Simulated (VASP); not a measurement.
Wanted: the native input for a VASP 6.6.1 run.

```yaml
Task: single point
Functional: PBEsol
Potentials_or_basis: VASP PAW PBE potentials, release 64 (Si, O)
Cutoff: 520 eV
k_mesh: 7 × 7 × 7
Occupations: fermi-dirac, width 0.03 eV
Spin: no spin polarisation
Dipole_correction: no
Further_INCAR_settings: ALGO = Normal; EDIFF = 1e-06; NBANDS = 25
```

The structure of SiO2 lies in POSCAR:

```
SiO2
1.0
   -2.4215310000      2.4215310000      3.7440000000
    2.4215310000     -2.4215310000      3.7440000000
    2.4215310000      2.4215310000     -3.7440000000
Si O
2 4
Direct
    0.0000000000      0.0000000000      0.0000000000
    0.7500000000      0.2500000000      0.5000000000
    0.9983800000      0.6250000000      0.8733800000
    0.3750000000      0.2483800000      0.3733800000
    0.7516200000      0.1250000000      0.1266200000
    0.8750000000      0.0016200000      0.6266200000
```

This cell differs from its parent crystal: equal xx and yy strain of +2 %.

The input as run:

INCAR

```
ALGO = Normal
EDIFF = 1E-6
ENCUT = 520
GGA = PS
ISIF = 2
ISMEAR = -1
LASPH = True
LCHARG = False
LREAL = False
LWAVE = False
NBANDS = 25
NELM = 60
PREC = Accurate
SIGMA = 0.03
```

KPOINTS

```
k-points
0
Gamma
  7 7 7
```

Potentials or basis: VASP PAW PBE potentials, release 64 (Si, O).

Run with:

```console
$ cat potpaw_PBE.64/Si/POTCAR potpaw_PBE.64/O/POTCAR > POTCAR
$ mpirun -np 1 vasp_std > vasp.out
```

It gave:

| Property | Result |
| --- | --- |
| Pressure | -4.6 GPa |
| Largest force | 0.483 eV/Å |
| Band gap on the k mesh | 5.73 eV, direct |

Caveat: the cell differs from its parent crystal (equal xx and yy strain of +2 %); the PAW data sets were made with another functional, which shifts forces and pressure a little.

Wall time 2.7 min on 1 thread of Intel Xeon 6975P-C, with other jobs on the host, peak memory 0.26 GiB.
